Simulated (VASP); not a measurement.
# Pt (P6_3/mmc) in VASP: a series of runs

The runs below take Pt through single point, with r2SCAN.

Everything below comes from runs of VASP 6.6.1. Logs are shortened: lines on timing, memory, paths and dates and some standing lists are left out, and cuts for length are marked.

## 1. The cell of the first run

The structure is hexagonal, space group P6_3/mmc (No. 194). The conventional cell has a = 2.761 Å, b = 2.761 Å, c = 4.553 Å, α = 90.00°, β = 90.00°, γ = 120.00°. Pt (site symmetry -6m2) has 12 Pt at 2.76 to 2.78 Å within 3.6 Å.

This isn't the form of Pt at room conditions, which is fcc.

## 2. Single point, r2SCAN (strain +0.000 along x and y, -0.050 along z)

Contents of POSCAR:

```
Pt
1.0
    2.7606656158      0.0000000000      0.0000000000
   -1.3803328079      2.3908065546      0.0000000000
    0.0000000000      0.0000000000      4.5525273000
Pt
2
Direct
    0.6666666667      0.3333333333      0.7500000000
    0.3333333333      0.6666666667      0.2500000000
```

Contents of INCAR.step1:

```
SYSTEM = Pt
PREC = Accurate
ENCUT = 520
ISMEAR = 0
SIGMA = 0.15
LREAL = .False.
LASPH = .True.
NELM = 100
NBANDS = 17
GGA = PE
ALGO = Normal
EDIFF = 1E-4
LWAVE = .True.
LCHARG = .False.
```

Contents of INCAR.step2:

```
SYSTEM = Pt
PREC = Accurate
ENCUT = 520
EDIFF = 1E-7
ISMEAR = 0
SIGMA = 0.15
LREAL = .False.
LASPH = .True.
NELM = 100
ALGO = Normal
ISIF = 2
LWAVE = .False.
LCHARG = .True.
METAGGA = R2SCAN
LMIXTAU = .True.
LELF = .True.
LVHAR = .True.
NBANDS = 17
ISTART = 1
```

Contents of KPOINTS:

```
Automatic mesh
0
Gamma
  18 18 10
  0 0 0
```

Potentials or basis: VASP PAW PBE potentials, release 64 (Pt).

Started as:

```sh
$ cat potpaw_PBE.64/Pt/POTCAR > POTCAR
$ cp INCAR.step1 INCAR
$ mpirun -np 1 vasp_std > vasp.out
$ cp INCAR.step2 INCAR
$ mpirun -np 1 vasp_std > vasp.out
```

OUTCAR:

```text
SYSTEM = Pt
   PREC = Accurate
   ENCUT = 520
   EDIFF = 1E-7
   ISMEAR = 0
   LREAL = .False.
   LASPH = .True.
   NELM = 100
   ISIF = 2
   METAGGA = R2SCAN
   ISTART = 1

 ion  position               nearest neighbor table
   1  0.667  0.333  0.750-   2 2.78   2 2.78   2 2.78   2 2.78   2 2.78   2 2.78
   2  0.333  0.667  0.250-   1 2.78   1 2.78   1 2.78   1 2.78   1 2.78   1 2.78

  LATTYP: Found a hexagonal cell.
 ALAT       =     2.7606656158
 C/A-ratio  =     1.6490687151

  Lattice vectors:

 A1 = (   2.7606656158,   0.0000000000,   0.0000000000)
 A2 = (  -1.3803328079,   2.3908065546,   0.0000000000)
 A3 = (   0.0000000000,   0.0000000000,   4.5525273000)

Analysis of symmetry for initial positions (statically):
=====================================================================
 Subroutine PRICEL returns:
 Original cell was already a primitive cell.

 Routine SETGRP: Setting up the symmetry group for a
 hexagonal supercell.

 Subroutine GETGRP returns: Found 24 space group operations
 (whereof 12 operations were pure point group operations)
 out of a pool of 24 trial point group operations.

The static configuration has the point symmetry D_3d.
 The point group associated with its full space group is D_6h.

Analysis of symmetry for dynamics (positions and initial velocities):
=====================================================================
 Subroutine PRICEL returns:
 Original cell was already a primitive cell.

 Routine SETGRP: Setting up the symmetry group for a
 hexagonal supercell.

 Subroutine GETGRP returns: Found 24 space group operations
 (whereof 12 operations were pure point group operations)
 out of a pool of 24 trial point group operations.

The dynamic configuration has the point symmetry D_3d.
 The point group associated with its full space group is D_6h.

 Subroutine INISYM returns: Found 24 space group operations
 (whereof 12 operations are pure point group operations),
 and found     1 'primitive' translations

----------------------------------------------------------------------------------------

                                     Primitive cell

  volume of cell :      30.0477

  direct lattice vectors                    reciprocal lattice vectors
     2.760665616  0.000000000  0.000000000     0.362231483  0.209134444  0.000000000
    -1.380332808  2.390806555  0.000000000     0.000000000  0.418268888  0.000000000
     0.000000000  0.000000000  4.552527300     0.000000000  0.000000000  0.219658211

  length of vectors
     2.760665616  2.760665616  4.552527300     0.418268888  0.418268888  0.219658211

  position of ions in fractional coordinates (direct lattice)
     0.666666667  0.333333333  0.750000000
     0.333333333  0.666666667  0.250000000

  ion indices of the primitive-cell ions
   primitive index   ion index
                 1           1
                 2           2

----------------------------------------------------------------------------------------

 KPOINTS: Automatic mesh

Automatic generation of k-mesh.
 Grid dimensions read from file:
 generate k-points for:   18   18   10

 Generating k-lattice:

  Cartesian coordinates                     Fractional coordinates (reciprocal lattice)
     0.020123971  0.011618580  0.000000000     0.055555556 -0.000000000  0.000000000
     0.000000000  0.023237160  0.000000000     0.000000000  0.055555556  0.000000000
     0.000000000  0.000000000  0.021965821     0.000000000  0.000000000  0.100000000

  Length of vectors
     0.023237160  0.023237160  0.021965821

  Shift w.r.t. Gamma in fractional coordinates (k-lattice)
     0.000000000  0.000000000  0.000000000

 Subroutine IBZKPT returns following result:
 ===========================================

 Found    222 irreducible k-points:

 Following reciprocal coordinates:
            Coordinates               Weight
  0.000000  0.000000  0.000000      1.000000
  0.055556 -0.000000  0.000000      6.000000
  0.111111 -0.000000  0.000000      6.000000
  0.166667  0.000000  0.000000      6.000000
  0.222222  0.000000  0.000000      6.000000
  0.277778  0.000000  0.000000      6.000000
[... 16 lines left out ...]
  0.333333  0.111111  0.000000     12.000000
  0.388889  0.111111  0.000000     12.000000
 [... further k-points ...]
   k-points           NKPTS =    222   k-points in BZ     NKDIM =    222   number of bands    NBANDS=     17
   number of dos      NEDOS =    301   number of ions     NIONS =      2
   total plane-waves  NPLWV =  20736
   dimension x,y,z NGX =    24 NGY =   24 NGZ =   36
   dimension x,y,z NGXF=    48 NGYF=   48 NGZF=   72
   ions per type =               2
   NGX,Y,Z   is equivalent  to a cutoff of  14.45, 14.45, 13.15 a.u.
   NGXF,Y,Z  is equivalent  to a cutoff of  28.91, 28.91, 26.29 a.u.
 SYSTEM =  Pt
   PREC   = accura    normal or accurate (medium, high low for compatibility)
   ISTART =      1    job   : 0-new  1-cont  2-samecut
   ICHARG =      0    charge: 1-file 2-atom 10-const
   ISPIN  =      1    spin polarized calculation?
   LNONCOLLINEAR =      F non collinear calculations
   LSORBIT =      F    spin-orbit coupling
   LASPH  =      T    aspherical Exc in radial PAW
   ENCUT  =  520.0 eV  38.22 Ry    6.18 a.u.   5.13  5.13  8.46*2*pi/ulx,y,z
   NELM   =    100;   NELMIN=  2; NELMDL=  0     # of ELM steps
   EDIFF  = 0.1E-06   stopping-criterion for ELM
   LREAL  =      F    real-space projection
   EDIFFG = 0.1E-05   stopping-criterion for IOM
   NSW    =      0    number of steps for IOM
   IBRION =     -1    ionic relax: 0-MD 1-quasi-New 2-CG
   NFREE  =      0    steps in history (QN), initial steepest desc. (CG)
   ISIF   =      2    stress and relaxation
   ISYM   =      2    0-nonsym 1-usesym 2-fastsym
   POTIM  = 0.5000    time-step for ionic-motion
   TEBEG  =    0.0;   TEEND  =   0.0 temperature during run
   PSTRESS=    0.0 pullay stress
   NELECT =      20.0000    total number of electrons
   NUPDOWN=      -1.0000    fix difference up-down
   EMIN   =  10.00;   EMAX   =-10.00  energy-range for DOS
   EFERMI =   0.00;   METHOD = LEGACY
   ISMEAR =     0;   SIGMA  =   0.15  broadening in eV -4-tet -1-fermi 0-gaus
   EFERMI_NEDOS =   21; number of points for ismear=-14 and -15
   IALGO  =     38    algorithm
   IMIX   =      4    mixing-type and parameters
     AMIX     =   0.40;   BMIX     =  1.00
     AMIX_MAG =   1.60;   BMIX_MAG =  1.00
  volume/ion in A,a.u.               =      15.02       101.39
  Fermi-wavevector in a.u.,A,eV,Ry     =   1.429381  2.701138 27.798458  2.043129
  Thomas-Fermi vector in A             =   2.549340
   LORBIT       =      0    0 simple, 1 ext, 2 COOP (PROOUT), +10 PAW based schemes
   METAGGA = R2SCAN    functional components
   LHFCALC =     F    Hartree Fock is set to
   AEXX    =    0.0000 exact exchange contribution
   IVDW    =     0    specifies the selected vdW correction
   LEPSILON=     F    determine dielectric tensor
   LRPA    =     F    only Hartree local field effects (RPA)
 non-spin polarized calculation
 Gauss-broadening in eV      SIGMA  =   0.15
  energy-cutoff  :      520.00
  volume of cell :       30.05
 maximum number of plane-waves:       822
 NGX is ok and might be reduce to    24
   NGX = 11   NGY = 11   NGZ = 17

 number of electron      20.0000002 magnetization

 Free energy of the ion-electron system (eV)
  ---------------------------------------------------
  ext. energy  EPLUGINS =         0.00000000
  ---------------------------------------------------
  free energy    TOTEN  =      -102.84412194 eV

  energy without entropy =     -102.79925350  energy(sigma->0) =     -102.82168772

 E-fermi :  11.0739     XC(G=0): -14.6604

 val. band max:       11.0707769668   @ k =   0.3333   0.2222   0.1000
 cond. band min:      11.0747838738   @ k =   0.5000  -0.0000   0.4000
 fundamental gap:      0.0040069070
 Fermi energy:        11.0739474359

 k-point     1 :       0.0000    0.0000    0.0000
  band No.  band energies     occupation
      1       0.5489      2.00000
      2       3.4421      2.00000
      3       7.0711      2.00000
      4       7.2615      2.00000
      5       7.2615      2.00000
      6       7.7631      2.00000
[... 9 lines left out ...]
     16      29.4424      0.00000
     17      32.9288      0.00000

 k-point     2 :       0.0556   -0.0000    0.0000
  band No.  band energies     occupation
      1       0.6660      2.00000
      2       3.5448      2.00000
      3       6.9360      2.00000
      4       7.3517      2.00000
      5       7.3793      2.00000
      6       7.7075      2.00000
[... 9 lines left out ...]
     16      29.5869      0.00000
     17      32.2161      0.00000

 k-point     3 :       0.1111   -0.0000    0.0000
  band No.  band energies     occupation
      1       1.0084      2.00000
      2       3.8333      2.00000
      3       6.6949      2.00000
      4       7.4878      2.00000
      5       7.6181      2.00000
      6       7.6710      2.00000
[... 9 lines left out ...]
     16      29.6590      0.00000
     17      31.0839      0.00000

 k-point     4 :       0.1667    0.0000    0.0000
  band No.  band energies     occupation
      1       1.5478      2.00000
      2       4.2329      2.00000
      3       6.4530      2.00000
      4       7.2983      2.00000
      5       7.3375      2.00000
      6       7.9879      2.00000
[... 9 lines left out ...]
     16      29.4991      0.00000
     17      29.6396      0.00000
[... 343 lines left out ...]
      1       3.8695      2.00000
      2       4.7719      2.00000
      3       5.3976      2.00000
      4       6.4629      2.00000
      5       7.1287      2.00000
      6       7.4135      2.00000
[... 9 lines left out ...]
     16      27.2221      0.00000
     17      28.0374      0.00000

 k-point    23 :       0.3333    0.1111    0.0000
  band No.  band energies     occupation
      1       4.2399      2.00000
      2       4.5707      2.00000
      3       5.0517      2.00000
      4       6.9258      2.00000
      5       7.0545      2.00000
      6       7.7044      2.00000
[... 9 lines left out ...]
     16      25.8863      0.00000
     17      26.6173      0.00000

 k-point    24 :       0.3889    0.1111    0.0000
  band No.  band energies     occupation
      1       4.3741      2.00000
      2       4.4442      2.00000
      3       4.8403      2.00000
      4       7.0395      2.00000
      5       7.3923      2.00000
      6       7.5159      2.00000
[... 9 lines left out ...]
     16      24.1945      0.00000
     17      26.1625      0.00000

 [... further k-points ...]

------------------------ aborting loop because EDIFF is reached ----------------------------------------

  FORCE on cell =-STRESS in cart. coord.  units (eV):
  Direction    XX          YY          ZZ          XY          YZ          ZX
  --------------------------------------------------------------------------------------
  -------------------------------------------------------------------------------------
  Total        0.8328746      0.8328746      2.6005928      0.0000000     -0.0000000      0.0000000
  in kB       44.4098581     44.4098581    138.6666856      0.0000000     -0.0000000      0.0000000
  external PRESSURE =      75.8288006 kB  Pullay stress =       0.0000000 kB

 VOLUME and BASIS-vectors are now :
 -----------------------------------------------------------------------------
  energy-cutoff  :      520.00
  volume of cell :       30.05
      direct lattice vectors                 reciprocal lattice vectors
     2.760665616  0.000000000  0.000000000     0.362231483  0.209134444  0.000000000
    -1.380332808  2.390806555  0.000000000     0.000000000  0.418268888  0.000000000
     0.000000000  0.000000000  4.552527300     0.000000000  0.000000000  0.219658211

 POSITION                                       TOTAL-FORCE (eV/Angst)
 -----------------------------------------------------------------------------------
      1.38033      0.79694      3.41440        -0.000000     -0.000000      0.000000
     -0.00000      1.59387      1.13813         0.000000      0.000000      0.000000
 -----------------------------------------------------------------------------------
    total drift:                               -0.000000      0.000000     -0.000000

  FREE ENERGIE OF THE ION-ELECTRON SYSTEM (eV)
  ---------------------------------------------------
  free  energy   TOTEN  =      -102.8441219372 eV

  energy  without entropy=     -102.7992534955  energy(sigma->0) =     -102.82168772
```

It took 2.9 min on 1 thread of Intel Xeon 6975P-C (Granite Rapids), shared host; peak memory 0.23 GiB.

Results:

```
Free energy            : -102.8441 eV
Pressure               : 7.6 GPa
Band gap on the k mesh : zero (bands 10 and 11 overlap by 1.36 eV)
```

Stress tensor (GPa, compression positive):
```
 4.44  0.00  0.00
 0.00  4.44  0.00
 0.00  0.00 13.87
```

Levels at points of the mesh, in eV from the Fermi level:
| k point | band 7 | band 8 | band 9 | band 10 | band 11 | band 12 | band 13 | band 14 |
| --- | --- | --- | --- | --- | --- | --- | --- | --- |
| (0.00, 0.00, 0.00) | -3.31 | -2.45 | -2.45 | -0.37 | -0.32 | -0.32 | 5.99 | 15.71 |
| (0.50, 0.00, 0.00) | -3.05 | 0.07 | 0.14 | 0.38 | 2.41 | 3.92 | 8.10 | 9.95 |
| (0.00, 0.00, 0.50) | -3.89 | -3.89 | -0.99 | -0.99 | -0.99 | -0.99 | 14.02 | 14.02 |
| (0.50, 0.00, 0.50) | -0.96 | -0.96 | 0.25 | 0.25 | 1.82 | 1.82 | 7.00 | 7.00 |

Caveat: the cell differs from its parent crystal (strain +0.000 along x and y, -0.050 along z); the cell stands under pressure; the PAW data sets were made with another functional, which shifts forces and pressure a little; spin-orbit coupling is left out, which moves the levels of the heavy elements.

## 3. Single point, r2SCAN (strain -0.025 along x and y, +0.000 along z)

Contents of POSCAR:

```
Pt
1.0
    2.6916489754      0.0000000000      0.0000000000
   -1.3458244877      2.3310363908      0.0000000000
    0.0000000000      0.0000000000      4.7921340000
Pt
2
Direct
    0.6666666667      0.3333333333      0.7500000000
    0.3333333333      0.6666666667      0.2500000000
```

Contents of INCAR.step1:

```
SYSTEM = Pt
ALGO     = Normal         ! electronic algorithm
EDIFF    = 1E-4           ! SCF threshold, eV
ENCUT    = 520            ! plane-wave cutoff, eV
GGA      = PE             ! functional
ISMEAR   = 0              ! smearing method
LASPH    = .True.         ! aspherical terms in the spheres
LCHARG   = .False.        ! write CHGCAR
LREAL    = .False.        ! projectors in reciprocal space
LWAVE    = .True.         ! write WAVECAR
NBANDS   = 17             ! bands
NELM     = 80             ! most SCF steps
PREC     = Accurate       ! precision mode
SIGMA    = 0.15           ! smearing width, eV
```

Contents of INCAR.step2:

```
SYSTEM = Pt
ALGO     = Normal         ! electronic algorithm
EDIFF    = 1E-6           ! SCF threshold, eV
ENCUT    = 520            ! plane-wave cutoff, eV
ISIF     = 2              ! what is computed and relaxed
ISMEAR   = 0              ! smearing method
ISTART   = 1            
LASPH    = .True.         ! aspherical terms in the spheres
LCHARG   = .False.        ! write CHGCAR
LMIXTAU  = .True.       
LREAL    = .False.        ! projectors in reciprocal space
LWAVE    = .False.        ! write WAVECAR
METAGGA  = R2SCAN         ! meta-GGA
NBANDS   = 17             ! bands
NELM     = 80             ! most SCF steps
PREC     = Accurate       ! precision mode
SIGMA    = 0.15           ! smearing width, eV
```

Contents of KPOINTS:

```
k-points
0
Gamma
  18 18 10
  0 0 0
```

Potentials or basis: VASP PAW PBE potentials, release 64 (Pt).

Started as:

```sh
$ cat potpaw_PBE.64/Pt/POTCAR > POTCAR
$ cp INCAR.step1 INCAR
$ mpirun -np 1 vasp_std > vasp.out
$ cp INCAR.step2 INCAR
$ mpirun -np 1 vasp_std > vasp.out
```

Wall time 2.7 min (1 thread of Intel Xeon 6975P-C (Granite Rapids), shared host); peak memory 0.22 GiB.

The run converged. Its results:

```
Free energy            : -102.8639 eV
Pressure               : 8.8 GPa
Band gap on the k mesh : zero (bands 10 and 11 overlap by 1.56 eV)
```

Stress tensor (GPa, compression positive):
```
11.31  0.00  0.00
 0.00 11.31  0.00
 0.00  0.00  3.86
```

Levels at points of the mesh, in eV from the Fermi level:
```tsv
k point	band 7	band 8	band 9	band 10	band 11	band 12	band 13	band 14
(0.00, 0.00, 0.00)	-3.48	-1.87	-1.87	-0.93	-0.27	-0.27	4.94	16.12
(0.50, 0.00, 0.00)	-2.70	-0.12	0.49	0.68	2.59	4.24	7.95	9.36
(0.00, 0.00, 0.50)	-3.81	-3.81	-0.88	-0.88	-0.88	-0.88	12.36	12.36
(0.50, 0.00, 0.50)	-0.92	-0.92	0.60	0.60	1.86	1.86	7.37	7.37
```

Caveat: the cell differs from its parent crystal (strain -0.025 along x and y, +0.000 along z); the cell stands under pressure; the PAW data sets were made with another functional, which shifts forces and pressure a little; spin-orbit coupling is left out, which moves the levels of the heavy elements.
